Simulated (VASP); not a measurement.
# Si (Fd-3m) in VASP: single point with PBE

Aim: the single point of Si with PBE.

Everything below comes from runs of VASP 6.6.1. Logs are shortened: lines on timing, memory, paths and dates and some standing lists are left out, and cuts for length are marked.

## 1. The cell of the first run

The structure is cubic, space group Fd-3m (No. 227). The conventional cell has a = 5.470 Å, b = 5.470 Å, c = 5.470 Å, α = 90.00°, β = 90.00°, γ = 90.00°. Within 3.1 Å of Si (site symmetry -43m) lie 4 Si at 2.37 Å.

## 2. Single point, PBE

Input file INCAR:

```
ALGO = Normal
EDIFF = 1E-6
ENCUT = 500
GGA = PE
GGA_COMPAT = False
ISIF = 2
ISMEAR = 0
LASPH = True
LCHARG = True
LELF = True
LREAL = False
LVHAR = True
LWAVE = False
NBANDS = 11
NELM = 120
PREC = Accurate
SIGMA = 0.02
```

Input file KPOINTS:

```
k-points
0
Gamma
  8 8 8
```

Input file POSCAR:

```
Si
1.0
    0.0000000000      2.7349661891      2.7349661891
    2.7349661891      0.0000000000      2.7349661891
    2.7349661891      2.7349661891      0.0000000000
Si
2
Direct
    0.0000000000      0.0000000000      0.0000000000
    0.2500000000      0.2500000000      0.2500000000
```

Potentials or basis: VASP PAW PBE potentials, release 64 (Si).

Started as:

```bash
$ cat potpaw_PBE.64/Si/POTCAR > POTCAR
$ mpirun -np 1 vasp_std > vasp.out
```

OUTCAR:

```text
EDIFF = 1E-6
   ENCUT = 500
   GGA = PE
   ISIF = 2
   ISMEAR = 0
   LASPH = True
   LREAL = False
   NELM = 120
   PREC = Accurate

 ion  position               nearest neighbor table
   1  0.000  0.000  0.000-   2 2.37   2 2.37   2 2.37   2 2.37
   2  0.250  0.250  0.250-   1 2.37   1 2.37   1 2.37   1 2.37

  LATTYP: Found a face centered cubic cell.
 ALAT       =     5.4699323782

  Lattice vectors:

 A1 = (   0.0000000000,   2.7349661891,   2.7349661891)
 A2 = (   2.7349661891,   0.0000000000,   2.7349661891)
 A3 = (   2.7349661891,   2.7349661891,   0.0000000000)

Analysis of symmetry for initial positions (statically):
=====================================================================
 Subroutine PRICEL returns:
 Original cell was already a primitive cell.

 Routine SETGRP: Setting up the symmetry group for a
 face centered cubic supercell.

 Subroutine GETGRP returns: Found 48 space group operations
 (whereof 24 operations were pure point group operations)
 out of a pool of 48 trial point group operations.

The static configuration has the point symmetry T_d .
 The point group associated with its full space group is O_h .

Analysis of symmetry for dynamics (positions and initial velocities):
=====================================================================
 Subroutine PRICEL returns:
 Original cell was already a primitive cell.

 Routine SETGRP: Setting up the symmetry group for a
 face centered cubic supercell.

 Subroutine GETGRP returns: Found 48 space group operations
 (whereof 24 operations were pure point group operations)
 out of a pool of 48 trial point group operations.

The dynamic configuration has the point symmetry T_d .
 The point group associated with its full space group is O_h .

 Subroutine INISYM returns: Found 48 space group operations
 (whereof 24 operations are pure point group operations),
 and found     1 'primitive' translations

----------------------------------------------------------------------------------------

                                     Primitive cell

  volume of cell :      40.9153

  direct lattice vectors                    reciprocal lattice vectors
     0.000000000  2.734966189  2.734966189    -0.182817617  0.182817617  0.182817617
     2.734966189  0.000000000  2.734966189     0.182817617 -0.182817617  0.182817617
     2.734966189  2.734966189  0.000000000     0.182817617  0.182817617 -0.182817617

  length of vectors
     3.867826277  3.867826277  3.867826277     0.316649400  0.316649400  0.316649400

  position of ions in fractional coordinates (direct lattice)
     0.000000000  0.000000000  0.000000000
     0.250000000  0.250000000  0.250000000

  ion indices of the primitive-cell ions
   primitive index   ion index
                 1           1
                 2           2

----------------------------------------------------------------------------------------

 KPOINTS: k-points

Automatic generation of k-mesh.
 Grid dimensions read from file:
 generate k-points for:    8    8    8

 Generating k-lattice:

  Cartesian coordinates                     Fractional coordinates (reciprocal lattice)
    -0.022852202  0.022852202  0.022852202     0.125000000  0.000000000  0.000000000
     0.022852202 -0.022852202  0.022852202     0.000000000  0.125000000  0.000000000
     0.022852202  0.022852202 -0.022852202     0.000000000  0.000000000  0.125000000

  Length of vectors
     0.039581175  0.039581175  0.039581175

  Shift w.r.t. Gamma in fractional coordinates (k-lattice)
     0.000000000  0.000000000  0.000000000

 Subroutine IBZKPT returns following result:
 ===========================================

 Found     29 irreducible k-points:

 Following reciprocal coordinates:
            Coordinates               Weight
  0.000000  0.000000  0.000000      1.000000
  0.125000  0.000000  0.000000      8.000000
  0.250000  0.000000  0.000000      8.000000
  0.375000  0.000000  0.000000      8.000000
  0.500000  0.000000  0.000000      4.000000
  0.125000  0.125000  0.000000      6.000000
[... 16 lines left out ...]
  0.500000  0.250000  0.125000     48.000000
 -0.375000  0.250000  0.125000     24.000000
 [... further k-points ...]
   k-points           NKPTS =     29   k-points in BZ     NKDIM =     29   number of bands    NBANDS=     11
   number of dos      NEDOS =    301   number of ions     NIONS =      2
   total plane-waves  NPLWV =  21952
   dimension x,y,z NGX =    28 NGY =   28 NGZ =   28
   dimension x,y,z NGXF=    56 NGYF=   56 NGZF=   56
   ions per type =               2
   NGX,Y,Z   is equivalent  to a cutoff of  12.03, 12.03, 12.03 a.u.
   NGXF,Y,Z  is equivalent  to a cutoff of  24.07, 24.07, 24.07 a.u.
 SYSTEM =  unknown system
   PREC   = accura    normal or accurate (medium, high low for compatibility)
   ISTART =      0    job   : 0-new  1-cont  2-samecut
   ICHARG =      2    charge: 1-file 2-atom 10-const
   ISPIN  =      1    spin polarized calculation?
   LNONCOLLINEAR =      F non collinear calculations
   LSORBIT =      F    spin-orbit coupling
   LASPH  =      T    aspherical Exc in radial PAW
   ENCUT  =  500.0 eV  36.75 Ry    6.06 a.u.   7.05  7.05  7.05*2*pi/ulx,y,z
   NELM   =    120;   NELMIN=  2; NELMDL= -5     # of ELM steps
   EDIFF  = 0.1E-05   stopping-criterion for ELM
   LREAL  =      F    real-space projection
   EDIFFG = 0.1E-04   stopping-criterion for IOM
   NSW    =      0    number of steps for IOM
   IBRION =     -1    ionic relax: 0-MD 1-quasi-New 2-CG
   NFREE  =      0    steps in history (QN), initial steepest desc. (CG)
   ISIF   =      2    stress and relaxation
   ISYM   =      2    0-nonsym 1-usesym 2-fastsym
   POTIM  = 0.5000    time-step for ionic-motion
   TEBEG  =    0.0;   TEEND  =   0.0 temperature during run
   PSTRESS=    0.0 pullay stress
   NELECT =       8.0000    total number of electrons
   NUPDOWN=      -1.0000    fix difference up-down
   EMIN   =  10.00;   EMAX   =-10.00  energy-range for DOS
   EFERMI =   0.00;   METHOD = LEGACY
   ISMEAR =     0;   SIGMA  =   0.02  broadening in eV -4-tet -1-fermi 0-gaus
   EFERMI_NEDOS =   21; number of points for ismear=-14 and -15
   IALGO  =     38    algorithm
   IMIX   =      4    mixing-type and parameters
     AMIX     =   0.40;   BMIX     =  1.00
     AMIX_MAG =   1.60;   BMIX_MAG =  1.00
  volume/ion in A,a.u.               =      20.46       138.06
  Fermi-wavevector in a.u.,A,eV,Ry     =   0.950188  1.795595 12.284118  0.902857
  Thomas-Fermi vector in A             =   2.078541
   LORBIT       =      0    0 simple, 1 ext, 2 COOP (PROOUT), +10 PAW based schemes
   GGA     = PE    functional components
   LHFCALC =     F    Hartree Fock is set to
   AEXX    =    0.0000 exact exchange contribution
   IVDW    =     0    specifies the selected vdW correction
   LEPSILON=     F    determine dielectric tensor
   LRPA    =     F    only Hartree local field effects (RPA)
 non-spin polarized calculation
 Gauss-broadening in eV      SIGMA  =   0.02
  energy-cutoff  :      500.00
  volume of cell :       40.92
 maximum number of plane-waves:      1056
   NGX = 15   NGY = 15   NGZ = 15

 number of electron       8.0000000 magnetization

 Free energy of the ion-electron system (eV)
  ---------------------------------------------------
  ext. energy  EPLUGINS =         0.00000000
  ---------------------------------------------------
  free energy    TOTEN  =       -10.84606451 eV

  energy without entropy =      -10.84606451  energy(sigma->0) =      -10.84606451

 E-fermi :   5.7215     XC(G=0):  -9.3240

 val. band max:        5.6107765508   @ k =   0.0000   0.0000   0.0000
 cond. band min:       6.2618096605   @ k =   0.3750   0.3750   0.0000
 fundamental gap:      0.6510331096
 Fermi energy:         5.7215000392

 k-point     1 :       0.0000    0.0000    0.0000
  band No.  band energies     occupation
      1      -6.1997      2.00000
      2       5.6108      2.00000
      3       5.6108      2.00000
      4       5.6108      2.00000
      5       8.1669      0.00000
      6       8.1669      0.00000
      7       8.1669      0.00000
      8       8.7372      0.00000
      9      13.3190      0.00000
     10      13.3190      0.00000
     11      13.4853      0.00000

 k-point     2 :       0.1250    0.0000    0.0000
  band No.  band energies     occupation
      1      -5.9993      2.00000
      2       4.0201      2.00000
      3       5.3285      2.00000
      4       5.3285      2.00000
      5       8.0516      0.00000
      6       8.5822      0.00000
      7       8.5822      0.00000
      8      10.1379      0.00000
      9      12.8464      0.00000
     10      12.8464      0.00000
     11      14.2607      0.00000

 k-point     3 :       0.2500    0.0000    0.0000
  band No.  band energies     occupation
      1      -5.4152      2.00000
      2       1.7256      2.00000
      3       4.8661      2.00000
      4       4.8661      2.00000
      5       7.5677      0.00000
      6       9.1000      0.00000
      7       9.1000      0.00000
      8      12.3565      0.00000
      9      12.7972      0.00000
     10      12.7972      0.00000
     11      14.5380      0.00000

 k-point     4 :       0.3750    0.0000    0.0000
  band No.  band energies     occupation
      1      -4.5413      2.00000
      2      -0.2577      2.00000
      3       4.5435      2.00000
      4       4.5435      2.00000
      5       7.2031      0.00000
      6       9.0635      0.00000
      7       9.0635      0.00000
      8      13.4464      0.00000
      9      14.1483      0.00000
     10      14.1483      0.00000
     11      15.1174      0.00000
[... 239 lines left out ...]
 k-point    22 :       0.3750    0.2500    0.1250
  band No.  band energies     occupation
      1      -4.8955      2.00000
      2       1.3432      2.00000
      3       2.9603      2.00000
      4       4.2114      2.00000
      5       8.0535      0.00000
      6       9.4354      0.00000
      7       9.8138      0.00000
      8      11.0497      0.00000
      9      13.3214      0.00000
     10      15.7119      0.00000
     11      16.5716      0.00000

 k-point    23 :       0.5000    0.2500    0.1250
  band No.  band energies     occupation
      1      -4.0266      2.00000
      2      -0.1755      2.00000
      3       2.3565      2.00000
      4       3.7243      2.00000
      5       8.4745      0.00000
      6       9.1397      0.00000
      7      10.5871      0.00000
      8      11.4874      0.00000
      9      14.5389      0.00000
     10      15.2344      0.00000
     11      17.5103      0.00000

 k-point    24 :      -0.3750    0.2500    0.1250
  band No.  band energies     occupation
      1      -3.3929      2.00000
      2      -1.0943      2.00000
      3       2.2250      2.00000
      4       3.5015      2.00000
      5       8.6331      0.00000
      6       8.7573      0.00000
      7      11.4557      0.00000
      8      12.6754      0.00000
      9      12.9153      0.00000
     10      16.1164      0.00000
     11      17.1598      0.00000

 [... further k-points ...]
[... 5 lines left out ...]
  --------------------------------------------------------------------------------------
  -------------------------------------------------------------------------------------
  Total       -0.0145982     -0.0145982     -0.0145982      0.0000000      0.0000000      0.0000000
  in kB       -0.5716401     -0.5716401     -0.5716401      0.0000000      0.0000000      0.0000000
  external PRESSURE =      -0.5716401 kB  Pullay stress =       0.0000000 kB

 VOLUME and BASIS-vectors are now :
 -----------------------------------------------------------------------------
  energy-cutoff  :      500.00
  volume of cell :       40.92
      direct lattice vectors                 reciprocal lattice vectors
     0.000000000  2.734966189  2.734966189    -0.182817617  0.182817617  0.182817617
     2.734966189  0.000000000  2.734966189     0.182817617 -0.182817617  0.182817617
     2.734966189  2.734966189  0.000000000     0.182817617  0.182817617 -0.182817617

 POSITION                                       TOTAL-FORCE (eV/Angst)
 -----------------------------------------------------------------------------------
      0.00000      0.00000      0.00000        -0.000000     -0.000000     -0.000000
      1.36748      1.36748      1.36748         0.000000      0.000000      0.000000
 -----------------------------------------------------------------------------------
    total drift:                                0.000000      0.000000     -0.000000

  FREE ENERGIE OF THE ION-ELECTRON SYSTEM (eV)
  ---------------------------------------------------
  free  energy   TOTEN  =       -10.8460645102 eV

  energy  without entropy=      -10.8460645102  energy(sigma->0) =      -10.84606451
```

Wall time 5.2 s (1 thread of Intel Xeon 6975P-C (Granite Rapids), shared host); peak memory 0.14 GiB.

Results:

```
Free energy            : -10.8461 eV
Pressure               : -0.1 GPa
Band gap on the k mesh : 0.65 eV, indirect (least direct gap 2.56 eV)
```

A k mesh can miss the band edges. PBE gaps usually lie below the measured ones, often by a third to a half.
